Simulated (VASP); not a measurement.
# Sr2C (Fm-3m) in VASP: a series of runs, part 2 of 2

VASP 6.6.1. Earlier steps stand in the parts before.

### Step 4. Single point, PBEsol

Input file INCAR:

```
SYSTEM = Sr2C
PREC = Accurate ; ENCUT = 520
EDIFF = 1E-6 ; ISMEAR = -1
SIGMA = 0.02 ; LREAL = .False.
LASPH = .True. ; NELM = 80
ALGO = Normal ; ISIF = 2
LWAVE = .False. ; LCHARG = .False.
GGA = PS ; NBANDS = 19
```

Input file KPOINTS:

```
Automatic mesh
0
Gamma
  4 4 4
  0 0 0
```

Input file POSCAR:

```
Sr2C
1.0
    0.0000000000      3.3601424449      3.3601424449
    3.3601424449      0.0000000000      3.3601424449
    3.3601424449      3.3601424449      0.0000000000
C Sr
1 2
Direct
    0.0000000000      0.0000000000      0.0000000000
    0.2500000000      0.2500000000      0.2500000000
    0.7500000000      0.7500000000      0.7500000000
```

Potentials or basis: VASP PAW PBE potentials, release 64 (C, Sr_sv).

The run is started by

```console
$ cat potpaw_PBE.64/C/POTCAR potpaw_PBE.64/Sr_sv/POTCAR > POTCAR
$ mpirun -np 1 vasp_std > vasp.out
```

OUTCAR:

```text
SYSTEM = Sr2C
   PREC = Accurate
   ENCUT = 520
   EDIFF = 1E-6
   ISMEAR = -1
   LREAL = .False.
   LASPH = .True.
   NELM = 80
   ISIF = 2
   GGA = PS

 ion  position               nearest neighbor table
   1  0.000  0.000  0.000-   2 2.91   3 2.91   3 2.91   3 2.91   3 2.91   2 2.91   2 2.91   2 2.91

   2  0.250  0.250  0.250-   1 2.91   1 2.91   1 2.91   1 2.91   3 3.36   3 3.36   3 3.36   3 3.36
                             3 3.36   3 3.36
   3  0.750  0.750  0.750-   1 2.91   1 2.91   1 2.91   1 2.91   2 3.36   2 3.36   2 3.36   2 3.36
                             2 3.36   2 3.36

  LATTYP: Found a face centered cubic cell.
 ALAT       =     6.7202848898

  Lattice vectors:

 A1 = (   0.0000000000,   3.3601424449,   3.3601424449)
 A2 = (   3.3601424449,   0.0000000000,   3.3601424449)
 A3 = (   3.3601424449,   3.3601424449,   0.0000000000)

Analysis of symmetry for initial positions (statically):
=====================================================================
 Subroutine PRICEL returns:
 Original cell was already a primitive cell.

 Routine SETGRP: Setting up the symmetry group for a
 face centered cubic supercell.

[... 148 lines left out ...]
  energy without entropy =      -11.55883190  energy(sigma->0) =      -11.56079932

 E-fermi :   2.8069     XC(G=0):  -9.3081

 val. band max:        2.7728051579   @ k =   0.5000   0.5000   0.0000
 cond. band min:       2.8120051148   @ k =   0.5000   0.5000   0.0000
 fundamental gap:      0.0391999569
 Fermi energy:         2.8069487875

 k-point     1 :       0.0000    0.0000    0.0000
  band No.  band energies     occupation
      1     -32.4145      2.00000
      2     -32.1400      2.00000
      3     -14.6909      2.00000
      4     -14.6909      2.00000
      5     -14.6909      2.00000
      6     -14.0277      2.00000
[... 153 lines left out ...]
      6     -14.4077      2.00000
[... 11 lines left out ...]
     18       7.0305      0.00000
     19       9.1114      0.00000

------------------------ aborting loop because EDIFF is reached ----------------------------------------

  FORCE on cell =-STRESS in cart. coord.  units (eV):
  Direction    XX          YY          ZZ          XY          YZ          ZX
  --------------------------------------------------------------------------------------
  -------------------------------------------------------------------------------------
  Total       -0.7584784     -0.7584784     -0.7584784      0.0000000      0.0000000      0.0000000
  in kB      -16.0158777    -16.0158777    -16.0158777      0.0000000      0.0000000      0.0000000
  external PRESSURE =     -16.0158777 kB  Pullay stress =       0.0000000 kB

 VOLUME and BASIS-vectors are now :
 -----------------------------------------------------------------------------
  energy-cutoff  :      520.00
  volume of cell :       75.88
      direct lattice vectors                 reciprocal lattice vectors
     0.000000000  3.360142445  3.360142445    -0.148803215  0.148803215  0.148803215
     3.360142445  0.000000000  3.360142445     0.148803215 -0.148803215  0.148803215
     3.360142445  3.360142445  0.000000000     0.148803215  0.148803215 -0.148803215

 POSITION                                       TOTAL-FORCE (eV/Angst)
 -----------------------------------------------------------------------------------
      0.00000      0.00000      0.00000         0.000000     -0.000000      0.000000
      1.68007      1.68007      1.68007        -0.000000     -0.000000     -0.000000
      5.04021      5.04021      5.04021         0.000000      0.000000      0.000000
 -----------------------------------------------------------------------------------
    total drift:                                0.000000      0.000000      0.000000

  FREE ENERGIE OF THE ION-ELECTRON SYSTEM (eV)
  ---------------------------------------------------
  free  energy   TOTEN  =       -11.5627667414 eV

  energy  without entropy=      -11.5588318974  energy(sigma->0) =      -11.56079932
```

OSZICAR:

```text
N       E                     dE             d eps       ncg     rms          rms(c)
DAV:   1     0.123797693138E+03    0.12380E+03   -0.11668E+04   304   0.115E+03
DAV:   2    -0.326420969200E+01   -0.12706E+03   -0.12403E+03   350   0.249E+02
DAV:   3    -0.143868456603E+02   -0.11123E+02   -0.11079E+02   552   0.581E+01
DAV:   4    -0.146136704540E+02   -0.22682E+00   -0.22655E+00   421   0.815E+00
DAV:   5    -0.146192906165E+02   -0.56202E-02   -0.56198E-02   471   0.937E-01    0.201E+01
DAV:   6    -0.120750552498E+02    0.25442E+01   -0.32541E+01   338   0.129E+01    0.237E+01
DAV:   7    -0.116345235502E+02    0.44053E+00   -0.26153E+00   363   0.476E+00    0.138E+01
DAV:   8    -0.115714020893E+02    0.63121E-01   -0.45858E-01   347   0.285E+00    0.117E+00
DAV:   9    -0.115633790137E+02    0.80231E-02   -0.11615E-01   447   0.681E-01    0.502E-01
DAV:  10    -0.115631287858E+02    0.25023E-03   -0.12445E-02   413   0.274E-01    0.401E-01
DAV:  11    -0.115630913577E+02    0.37428E-04   -0.74404E-03   361   0.194E-01    0.227E-01
DAV:  12    -0.115627788226E+02    0.31254E-03   -0.22274E-03   441   0.102E-01    0.552E-02
DAV:  13    -0.115627674298E+02    0.11393E-04   -0.77016E-05   377   0.310E-02    0.158E-02
DAV:  14    -0.115627667414E+02    0.68836E-06   -0.70870E-06   335   0.860E-03
   1 F= -.11562767E+02 E0= -.11560799E+02  d E =-.393484E-02
```

Wall time 15 s (1 thread of Intel Xeon Platinum 8259CL at 2.50GHz (Skylake/Cascade Lake), shared host); peak memory 0.2 GiB.

Results:

```
Free energy            : -11.5628 eV
Pressure               : -1.6 GPa
Band gap on the k mesh : zero (bands 12 and 13 overlap by 0.08 eV)
```

Caveat: the k points lie up to 0.40 Å⁻¹ apart; the structure was generated, so it needn't be the stable form of Sr2C; the PAW data sets were made with another functional, which shifts forces and pressure a little.

### Step 5. Single point, PBEsol

Input file INCAR:

```
SYSTEM = Sr2C
ALGO = Normal
EDIFF = 1E-7
ENCUT = 520
GGA = PS
ISIF = 2
ISMEAR = 1
LASPH = .True.
LCHARG = .False.
LREAL = .False.
LWAVE = .False.
NBANDS = 19
NELM = 80
PREC = Accurate
SIGMA = 0.2
```

Input file KPOINTS:

```
k-points
0
Gamma
  4 4 4
  0 0 0
```

POSCAR is that of step 4.

The run is started by

```console
$ cat potpaw_PBE.64/C/POTCAR potpaw_PBE.64/Sr_sv/POTCAR > POTCAR
$ mpirun -np 1 vasp_std > vasp.out
```

Wall time 17 s (1 thread of Intel Xeon Platinum 8259CL at 2.50GHz (Skylake/Cascade Lake), shared host); peak memory 0.2 GiB.

Results (log left out):

| Quantity | Value |
| --- | --- |
| Free energy | -11.5643 eV |
| Pressure | -1.5 GPa |
| Band gap on the k mesh | zero (bands 12 and 13 overlap by 0.09 eV) |

Levels at points of the mesh, in eV from the Fermi level:
```
           k point  band 10  band 11  band 12  band 13  band 14  band 15
(0.00, 0.00, 0.00)    -1.41    -1.41    -1.41    -0.09     1.27     1.27
(0.50, 0.00, 0.00)    -1.64    -0.59    -0.59     2.00     2.70     2.70
(0.50, 0.50, 0.00)    -2.05    -0.05     0.00     0.00     2.03     2.23
```

Caveat: the k points lie up to 0.40 Å⁻¹ apart; the structure was generated, so it needn't be the stable form of Sr2C; the PAW data sets were made with another functional, which shifts forces and pressure a little.

### Step 6. Single point, PBEsol

Input file INCAR:

```
PREC = Accurate
ENCUT = 520
EDIFF = 1E-7
ISMEAR = -1
SIGMA = 0.02
LREAL = False
LASPH = True
NELM = 100
ALGO = Normal
ISIF = 2
LWAVE = False
LCHARG = False
GGA = PS
NBANDS = 19
```

Input file KPOINTS:

```
regular mesh
0
Gamma
  5 5 5
```

POSCAR is that of step 5.

Potentials or basis: VASP PAW PBE potentials, release 64 (C, Sr_sv).

The run is started by

```console
$ cat potpaw_PBE.64/C/POTCAR potpaw_PBE.64/Sr_sv/POTCAR > POTCAR
$ mpirun -np 1 vasp_std > vasp.out
```

It took 20 s on 1 thread of Intel Xeon Platinum 8259CL at 2.50GHz (Skylake/Cascade Lake), shared host; peak memory 0.2 GiB.

The run converged. Its results:

- Free energy: -11.5508 eV
- Pressure: -1.1 GPa
- Band gap on the k mesh: zero (bands 12 and 13 overlap by 0.03 eV)

Levels at points of the mesh, in eV from the Fermi level:
| k point | band 8 | band 9 | band 10 | band 11 | band 12 | band 13 | band 14 | band 15 | band 16 | band 17 |
| --- | --- | --- | --- | --- | --- | --- | --- | --- | --- | --- |
| (0.00, 0.00, 0.00) | -16.83 | -8.15 | -1.36 | -1.36 | -1.36 | -0.08 | 1.28 | 1.28 | 5.19 | 5.19 |

Caveat: the structure was generated, so it needn't be the stable form of Sr2C; the PAW data sets were made with another functional, which shifts forces and pressure a little.

### Step 7. Summary

| k mesh | smearing | gap on the mesh (eV) | pressure (GPa) |
| --- | --- | --- | --- |
| 3 × 3 × 3 | fermi-dirac 0.02 eV | 0.18 | -1.0 |
| 4 × 4 × 4 | fermi-dirac 0.02 eV | none | -1.6 |
| 4 × 4 × 4 | methfessel-paxton 0.2 eV | none | -1.5 |
| 5 × 5 × 5 | fermi-dirac 0.02 eV | none | -1.1 |

Alike in all rows: task single point; level PBEsol; potentials or basis VASP PAW PBE potentials, release 64 (C, Sr_sv); no spin polarisation; cell as given; cutoff (eV) 520.

Caveats: some runs use coarse meshes; the structure was generated, so it needn't be the stable form of Sr2C; the PAW data sets were made with another functional, which shifts forces and pressure a little; an odd mesh through Γ misses points on the zone boundary, where band edges can lie (at least some runs).

Absolute energies hang on the potentials; compare differences alone.

The gap in the log of VASP goes by the Fermi energy; the results here count the filled bands.